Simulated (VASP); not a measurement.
Input of a VASP 6.6.1 run:

INCAR

```
PREC = Accurate
ENCUT = 520
EDIFF = 1E-6
ISMEAR = 0
SIGMA = 0.02
LREAL = False
LASPH = True
NELM = 60
ALGO = Normal
ISIF = 2
LWAVE = False
LCHARG = False
GGA = PE
NBANDS = 28
```

KPOINTS

```
regular mesh
0
Gamma
  8 8 6
```

File POSCAR:

```
BaTiO3
1.0
    3.9854497974      0.0000000000      0.0000000000
    0.0000000000      3.9854497974      0.0000000000
    0.0000000000      0.0000000000      4.3264971240
Ba Ti O
1 1 3
Direct
    0.5000000000      0.5000000000      0.6006785108
    0.0000000000      0.0000000000      0.1147671007
    0.0000000000      0.5000000000      0.0573251531
    0.5000000000      0.0000000000      0.0573251531
    0.0000000000      0.0000000000      0.5299010722
```

Potentials or basis: VASP PAW PBE potentials, release 64 (Ba_sv, Ti_sv, O).

Launch:

```console
$ cat potpaw_PBE.64/Ba_sv/POTCAR potpaw_PBE.64/Ti_sv/POTCAR potpaw_PBE.64/O/POTCAR > POTCAR
$ mpirun -np 1 vasp_std > vasp.out
```

Question: Estimate the band gap on the k mesh.

Answer: 1.78 eV (least direct gap 2.42 eV).

Question: What does it give for the pressure?

Answer: -0.6 GPa.

Question: Estimate the largest force.

Answer: 0.090 eV/Å.

Forces on the atoms (eV/Å):
```
Ba   0.000  0.000 -0.065
Ti   0.000  0.000 -0.090
O    0.000  0.000  0.034
O    0.000  0.000  0.034
O    0.000  0.000  0.087
```

Caveat: the cell differs from its parent crystal (strain along c alone, the other axes held: +3.0 %, then relaxed in part); spin-orbit coupling is left out, which moves the levels of the heavy elements. A k mesh can miss the band edges.
